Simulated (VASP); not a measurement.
Set up this calculation in VASP 6.6.1, as the native input.

```
Task                   : single point
Functional             : PBEsol
Potentials or basis    : VASP PAW PBE potentials, release 64 (Ta_pv, As)
Cutoff                 : 520 eV
k mesh                 : 11 × 11 × 11
Occupations            : fermi-dirac, width 0.05 eV
Spin                   : no spin polarisation
Dipole correction      : no
Further INCAR settings : ALGO = Normal; EDIFF = 1e-06; NBANDS = 24
```

The structure of TaAs lies in POSCAR:

```
TaAs
1.0
   -1.6595467715      1.6595467715      5.4683862822
    1.6595467715     -1.6595467715      5.4683862822
    1.6595467715      1.6595467715     -5.4683862822
Ta As
2 2
Direct
    0.5014233995      0.5014233995      0.0000000000
    0.2514233995      0.7514233995      0.5000000000
    0.0811760205      0.0811760205      0.0000000000
    0.8311760205      0.3311760205      0.5000000000
```

One way to write it, as run:

INCAR

```
SYSTEM = TaAs
PREC = Accurate ; ENCUT = 520
EDIFF = 1E-6 ; ISMEAR = -1
SIGMA = 0.05 ; LREAL = .FALSE.
LASPH = .TRUE. ; NELM = 60
ALGO = Normal ; ISIF = 2
LWAVE = .FALSE. ; LCHARG = .FALSE.
GGA = PS ; NBANDS = 24
```

KPOINTS

```
regular mesh
0
G
  11 11 11
  0 0 0
```

Potentials or basis: VASP PAW PBE potentials, release 64 (Ta_pv, As).

The run is started by

```sh
$ cat potpaw_PBE.64/Ta_pv/POTCAR potpaw_PBE.64/As/POTCAR > POTCAR
$ mpirun -np 1 vasp_std > vasp.out
```

Results of the run:

```
Pressure               : 31.2 GPa
Largest force          : 0.009 eV/Å
Band gap on the k mesh : 0.07 eV (least direct gap 0.08 eV)
```

Caveat: the cell stands under pressure; the PAW data sets were made with another functional, which shifts forces and pressure a little; spin-orbit coupling is left out, which moves the levels of the heavy elements.

Run time: 5.6 min on 1 thread of AMD EPYC 7R13 Processor (Zen 3), on a shared host, peak memory 0.39 GiB.
